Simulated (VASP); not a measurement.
Runs of VASP 6.6.1 on Cd. The structure is that of space group Im-3m (No. 229), or close to it. The cells are those of the table. This isn't the form of Cd at room conditions, which is hcp.

```tsv
level	potentials or basis	spin	cell	k mesh	cutoff (eV)	smearing	grid for exact exchange (PRECFOCK)	share of exact exchange	screening parameter	gap on the mesh (eV)	pressure (GPa)
LDA	VASP PAW LDA potentials, release 64 (Cd)	non-collinear, zero start, SOC	a = 3.099, b = 3.117, c = 3.048 Å, angles 109.6, 109.9, 108.7°, 1 atom	7 × 7 × 7	520	methfessel-paxton 0.1 eV	-	-	-	-	(b)
PBE	VASP PAW PBE potentials, release 64 (Cd)	off	a = 3.147, b = 3.129, c = 3.051 Å, angles 110.2, 110.2, 109.4°, 1 atom	10 × 10 × 10	520	fermi-dirac 0.05 eV	-	-	-	none	1.4
PBE	VASP PAW PBE potentials, release 64 (Cd)	off	a = 3.111 Å, angles 109.5°, 1 atom	10 × 10 × 10	520	fermi-dirac 0.05 eV	-	-	-	none	(a)
BLYP+D3(BJ)	VASP PAW PBE potentials, release 64 (Cd)	off	a = 3.085, b = 3.031, c = 3.158 Å, angles 109.8, 111.3, 107.3°, 1 atom	10 × 10 × 10	520	methfessel-paxton 0.1 eV	-	-	-	none	-0.2
PBE-based screened hybrid with 25 % exact exchange	VASP PAW PBE potentials, release 64 (Cd)	off	a = 3.091 Å, angles 109.5°, 1 atom	8 × 8 × 8	400	fermi-dirac 0.1 eV	Normal	0.25	0.3 1/Å	none	-1.3
```

Alike in all rows: task single point.

**Question.** Estimate the missing entries.

**Answer.** (a) 0.7; (b) -5.1.

Caveats: the PAW data sets were made with another functional, which shifts forces and pressure a little (at least some runs); the cell stands under tension (at least some runs).

A k mesh can miss the band edges, and rows without SOC leave out spin-orbit coupling on Cd.

A gap of «none» marks levels without a gap at the run's occupations.
